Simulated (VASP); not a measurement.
# Ge in VASP: notebook

Runs on Ge. Level: PBE. Tasks: single point.

Everything below comes from runs of VASP 6.6.1. Logs are shortened: lines on timing, memory, paths and dates and some standing lists are left out, and cuts for length are marked.

### Step 1. The cell of the first run

The cell holds a slab with vacuum, 6 atoms: a = 4.058 Å, b = 4.058 Å, c = 22.533 Å, α = 90.00°, β = 90.00°, γ = 120.00°.

### Step 2. Single point, PBE

Input file INCAR:

```
SYSTEM = Ge
PREC = Accurate ; ENCUT = 520
EDIFF = 1E-6 ; ISMEAR = 0
SIGMA = 0.1 ; LREAL = .FALSE.
LASPH = .TRUE. ; NELM = 80
ALGO = Normal ; ISIF = 2
LWAVE = .FALSE. ; LCHARG = .TRUE.
LDIPOL = .TRUE. ; IDIPOL = 3
DIPOL = 0.5 0.5 0.500 ; GGA = PE
LELF = .TRUE. ; LVHAR = .TRUE.
LVACPOTAV = .TRUE. ; NBANDS = 51
EFIELD = -0.6
```

Input file KPOINTS:

```
Automatic mesh
0
G
  9 9 1
  0 0 0
```

Input file POSCAR:

```
Ge
1.0
    4.0581567079      0.0000000000      0.0000000000
   -2.0290783540      3.5144668016      0.0000000000
    0.0000000000      0.0000000000     22.5329916876
Ge
6
Direct
    0.3333333333      0.6666666667      0.3328452832
    0.6666666667      0.3333333333      0.3701445245
    0.6666666667      0.3333333333      0.4813503793
    0.3333333333      0.6666666667      0.5186496207
    0.3333333333      0.6666666667      0.6298554755
    0.6666666667      0.3333333333      0.6671547168
```

Potentials or basis: VASP PAW PBE potentials, release 64 (Ge_d).

Launch:

```console
$ cat potpaw_PBE.64/Ge_d/POTCAR > POTCAR
$ mpirun -np 1 vasp_std > vasp.out
```

OUTCAR:

```text
SYSTEM = Ge
   PREC = Accurate
   ENCUT = 520
   EDIFF = 1E-6
   ISMEAR = 0
   LREAL = .FALSE.
   LASPH = .TRUE.
   NELM = 80
   ISIF = 2
   GGA = PE

 ion  position               nearest neighbor table
   1  0.333  0.667  0.333-   2 2.49   2 2.49   2 2.49
   2  0.667  0.333  0.370-   1 2.49   1 2.49   1 2.49   3 2.51
   3  0.667  0.333  0.481-   4 2.49   4 2.49   4 2.49   2 2.51
   4  0.333  0.667  0.519-   3 2.49   3 2.49   3 2.49   5 2.51
   5  0.333  0.667  0.630-   6 2.49   6 2.49   6 2.49   4 2.51
   6  0.667  0.333  0.667-   5 2.49   5 2.49   5 2.49

  LATTYP: Found a hexagonal cell.
 ALAT       =     4.0581567079
 C/A-ratio  =     5.5525188674

  Lattice vectors:

 A1 = (   4.0581567079,   0.0000000000,   0.0000000000)
 A2 = (  -2.0290783540,   3.5144668016,   0.0000000000)
 A3 = (   0.0000000000,   0.0000000000,  22.5329916876)

Analysis of symmetry for initial positions (statically):
=====================================================================
 Subroutine PRICEL returns:
 Original cell was already a primitive cell.

 Routine SETGRP: Setting up the symmetry group for a
 hexagonal supercell.

 Subroutine GETGRP returns: Found 12 space group operations
 (whereof 12 operations were pure point group operations)
 out of a pool of 24 trial point group operations.

The static configuration has the point symmetry D_3d.

Analysis of symmetry for dynamics (positions and initial velocities):
=====================================================================
 An external electric field (EFIELD) may reduce the allowed symmetry operations
 Subroutine PRICEL returns:
 Original cell was already a primitive cell.

 Routine SETGRP: Setting up the symmetry group for a
 hexagonal supercell.

 Subroutine GETGRP returns: Found  6 space group operations
 (whereof  6 operations were pure point group operations)
 out of a pool of 24 trial point group operations.

The dynamic configuration has the point symmetry C_3v.

 Subroutine INISYM returns: Found  6 space group operations
 (whereof  6 operations are pure point group operations),
 and found     1 'primitive' translations

----------------------------------------------------------------------------------------

                                     Primitive cell

  volume of cell :     321.3713

  direct lattice vectors                    reciprocal lattice vectors
     4.058156708  0.000000000  0.000000000     0.246417295  0.142269092  0.000000000
    -2.029078354  3.514466802  0.000000000     0.000000000  0.284538184  0.000000000
     0.000000000  0.000000000 22.532991688     0.000000000  0.000000000  0.044379371

  length of vectors
     4.058156708  4.058156708 22.532991688     0.284538184  0.284538184  0.044379371

  position of ions in fractional coordinates (direct lattice)
     0.333333333  0.666666667  0.332845283
     0.666666667  0.333333333  0.370144524
     0.666666667  0.333333333  0.481350379
     0.333333333  0.666666667  0.518649621
     0.333333333  0.666666667  0.629855476
     0.666666667  0.333333333  0.667154717

  ion indices of the primitive-cell ions
   primitive index   ion index
                 1           1
                 2           2
                 3           3
                 4           4
                 5           5
                 6           6

----------------------------------------------------------------------------------------

 KPOINTS: Automatic mesh

Automatic generation of k-mesh.
 Grid dimensions read from file:
 generate k-points for:    9    9    1

 Generating k-lattice:

  Cartesian coordinates                     Fractional coordinates (reciprocal lattice)
     0.027379699  0.015807677  0.000000000     0.111111111  0.000000000  0.000000000
     0.000000000  0.031615354  0.000000000     0.000000000  0.111111111  0.000000000
     0.000000000  0.000000000  0.044379371     0.000000000  0.000000000  1.000000000

  Length of vectors
     0.031615354  0.031615354  0.044379371

  Shift w.r.t. Gamma in fractional coordinates (k-lattice)
     0.000000000  0.000000000  0.000000000

 Subroutine IBZKPT returns following result:
 ===========================================

 Found     12 irreducible k-points:

 Following reciprocal coordinates:
            Coordinates               Weight
  0.000000  0.000000  0.000000      1.000000
  0.111111  0.000000  0.000000      6.000000
  0.222222  0.000000  0.000000      6.000000
  0.333333  0.000000  0.000000      6.000000
  0.444444  0.000000  0.000000      6.000000
  0.111111  0.111111  0.000000      6.000000
  0.222222  0.111111  0.000000     12.000000
  0.333333  0.111111  0.000000     12.000000
  0.444444  0.111111  0.000000      6.000000
  0.222222  0.222222  0.000000      6.000000
  0.333333  0.222222  0.000000     12.000000
  0.333333  0.333333  0.000000      2.000000
   k-points           NKPTS =     12   k-points in BZ     NKDIM =     12   number of bands    NBANDS=     51
   number of dos      NEDOS =    301   number of ions     NIONS =      6
   total plane-waves  NPLWV = 151200
   dimension x,y,z NGX =    30 NGY =   30 NGZ =  168
   dimension x,y,z NGXF=    60 NGYF=   60 NGZF=  336
   ions per type =               6
   NGX,Y,Z   is equivalent  to a cutoff of  12.29, 12.29, 12.39 a.u.
   NGXF,Y,Z  is equivalent  to a cutoff of  24.58, 24.58, 24.79 a.u.
 SYSTEM =  Ge
   PREC   = accura    normal or accurate (medium, high low for compatibility)
   ISTART =      0    job   : 0-new  1-cont  2-samecut
   ICHARG =      2    charge: 1-file 2-atom 10-const
   ISPIN  =      1    spin polarized calculation?
   LNONCOLLINEAR =      F non collinear calculations
   LSORBIT =      F    spin-orbit coupling
   LASPH  =      T    aspherical Exc in radial PAW
   ENCUT  =  520.0 eV  38.22 Ry    6.18 a.u.   7.55  7.55 41.90*2*pi/ulx,y,z
   NELM   =     80;   NELMIN=  2; NELMDL= -5     # of ELM steps
   EDIFF  = 0.1E-05   stopping-criterion for ELM
   LREAL  =      F    real-space projection
   EDIFFG = 0.1E-04   stopping-criterion for IOM
   NSW    =      0    number of steps for IOM
   IBRION =     -1    ionic relax: 0-MD 1-quasi-New 2-CG
   NFREE  =      0    steps in history (QN), initial steepest desc. (CG)
   ISIF   =      2    stress and relaxation
   ISYM   =      2    0-nonsym 1-usesym 2-fastsym
   POTIM  = 0.5000    time-step for ionic-motion
   TEBEG  =    0.0;   TEEND  =   0.0 temperature during run
   PSTRESS=    0.0 pullay stress
   NELECT =      84.0000    total number of electrons
   NUPDOWN=      -1.0000    fix difference up-down
   EMIN   =  10.00;   EMAX   =-10.00  energy-range for DOS
   EFERMI =   0.00;   METHOD = LEGACY
   ISMEAR =     0;   SIGMA  =   0.10  broadening in eV -4-tet -1-fermi 0-gaus
   EFERMI_NEDOS =   21; number of points for ismear=-14 and -15
   IALGO  =     38    algorithm
   IMIX   =      4    mixing-type and parameters
     AMIX     =   0.40;   BMIX     =  1.00
     AMIX_MAG =   1.60;   BMIX_MAG =  1.00
  volume/ion in A,a.u.               =      53.56       361.45
  Fermi-wavevector in a.u.,A,eV,Ry     =   1.046724  1.978022 14.906969  1.095631
  Thomas-Fermi vector in A             =   2.181574
   LORBIT       =      0    0 simple, 1 ext, 2 COOP (PROOUT), +10 PAW based schemes
   GGA     = PE    functional components
   LHFCALC =     F    Hartree Fock is set to
   AEXX    =    0.0000 exact exchange contribution
   IVDW    =     0    specifies the selected vdW correction
   LEPSILON=     F    determine dielectric tensor
   LRPA    =     F    only Hartree local field effects (RPA)
 non-spin polarized calculation
 Gauss-broadening in eV      SIGMA  =   0.10
  energy-cutoff  :      520.00
  volume of cell :      321.37
 maximum number of plane-waves:      8709
 NGX is ok and might be reduce to    30
   NGX = 15   NGY = 15   NGZ = 83

 number of electron      83.9999968 magnetization

 dipolmoment           0.000000      0.000000     -0.502283 electrons x Angstroem

 Free energy of the ion-electron system (eV)
  ---------------------------------------------------
  ext. energy  EPLUGINS =         0.00000000
  ---------------------------------------------------
  free energy    TOTEN  =       -25.33258752 eV

  energy without entropy =      -25.30524530  energy(sigma->0) =      -25.31891641

 E-fermi :  -0.7019     XC(G=0):  -4.9596

 val. band max:       -0.7136577063   @ k =   0.1111   0.0000   0.0000
 cond. band min:      -0.6763819763   @ k =   0.3333   0.0000   0.0000
 fundamental gap:      0.0372757301
 Fermi energy:        -0.7018637873

 k-point     1 :       0.0000    0.0000    0.0000
  band No.  band energies     occupation
      1     -25.2591      2.00000
      2     -25.2591      2.00000
      3     -25.2275      2.00000
      4     -25.1994      2.00000
      5     -25.1994      2.00000
      6     -25.1856      2.00000
[... 43 lines left out ...]
     50       3.1462      0.00000
     51       3.1462      0.00000

 k-point     2 :       0.1111    0.0000    0.0000
  band No.  band energies     occupation
      1     -25.2634      2.00000
      2     -25.2613      2.00000
      3     -25.2287      2.00000
      4     -25.1955      2.00000
      5     -25.1942      2.00000
      6     -25.1796      2.00000
[... 43 lines left out ...]
     50       2.9882      0.00000
     51       3.6015      0.00000

 k-point     3 :       0.2222    0.0000    0.0000
  band No.  band energies     occupation
      1     -25.2689      2.00000
      2     -25.2651      2.00000
      3     -25.2339      2.00000
      4     -25.1908      2.00000
      5     -25.1826      2.00000
      6     -25.1623      2.00000
[... 43 lines left out ...]
     50       3.4722      0.00000
     51       4.1100      0.00000
[... 379 lines left out ...]
 k-point    11 :       0.3333    0.2222    0.0000
  band No.  band energies     occupation
      1     -25.2797      2.00000
      2     -25.2661      2.00000
      3     -25.2477      2.00000
      4     -25.1652      2.00000
      5     -25.1530      2.00000
      6     -25.1456      2.00000
[... 43 lines left out ...]
     50       4.4247      0.00000
     51       4.6277      0.00000

 k-point    12 :       0.3333    0.3333    0.0000
  band No.  band energies     occupation
      1     -25.2826      2.00000
      2     -25.2660      2.00000
      3     -25.2490      2.00000
      4     -25.1631      2.00000
      5     -25.1456      2.00000
      6     -25.1381      2.00000
[... 43 lines left out ...]
     50       5.4264      0.00000
     51       5.6862      0.00000

------------------------ aborting loop because EDIFF is reached ----------------------------------------

  FORCE on cell =-STRESS in cart. coord.  units (eV):
  Direction    XX          YY          ZZ          XY          YZ          ZX
  --------------------------------------------------------------------------------------
  -------------------------------------------------------------------------------------
  Total        0.0429673      0.0429673      0.5024236     -0.0000000      0.0000000      0.0000000
  in kB        0.2142111      0.2142111      2.5048024     -0.0000000      0.0000000      0.0000000
  external PRESSURE =       0.9777415 kB  Pullay stress =       0.0000000 kB

 VOLUME and BASIS-vectors are now :
 -----------------------------------------------------------------------------
  energy-cutoff  :      520.00
  volume of cell :      321.37
      direct lattice vectors                 reciprocal lattice vectors
     4.058156708  0.000000000  0.000000000     0.246417295  0.142269092  0.000000000
    -2.029078354  3.514466802  0.000000000     0.000000000  0.284538184  0.000000000
     0.000000000  0.000000000 22.532991688     0.000000000  0.000000000  0.044379371

 POSITION                                       TOTAL-FORCE (eV/Angst)
 -----------------------------------------------------------------------------------
     -0.00000      2.34298      7.50000        -0.000000      0.000000      0.044046
      2.02908      1.17149      8.34046        -0.000000      0.000000     -0.234519
      2.02908      1.17149     10.84626        -0.000000      0.000000      0.156720
     -0.00000      2.34298     11.68673         0.000000      0.000000     -0.158027
     -0.00000      2.34298     14.19253        -0.000000      0.000000      0.383435
      2.02908      1.17149     15.03299         0.000000     -0.000000     -0.191654
 -----------------------------------------------------------------------------------
    total drift:                               -0.000000     -0.000000      0.000065

  FREE ENERGIE OF THE ION-ELECTRON SYSTEM (eV)
  ---------------------------------------------------
  free  energy   TOTEN  =       -25.3325875241 eV

  energy  without entropy=      -25.3052453044  energy(sigma->0) =      -25.31891641
```

Run time: 4.7 min. Hardware: 1 thread of AMD EPYC 7R13 (Zen 3), shared host; peak memory 0.43 GiB.

What came out:

```
Free energy            : -25.3326 eV
Largest force          : 0.383 eV/Å
Band gap on the k mesh : zero (bands 42 and 43 overlap by 0.39 eV)
```

Forces on the atoms (eV/Å):
```
Ge   0.000  0.000  0.044
Ge   0.000  0.000 -0.235
Ge   0.000  0.000  0.157
Ge   0.000  0.000 -0.158
Ge   0.000  0.000  0.383
Ge   0.000  0.000 -0.192
```

Levels at points of the mesh, in eV from the Fermi level:
```
           k point  band 38  band 39  band 40  band 41  band 42  band 43  band 44  band 45  band 46  band 47
(0.00, 0.00, 0.00)    -0.87    -0.28    -0.28     0.24     0.24     0.33     0.80     1.18     1.46     2.59
```

(Part 1 of 3 ends here.)
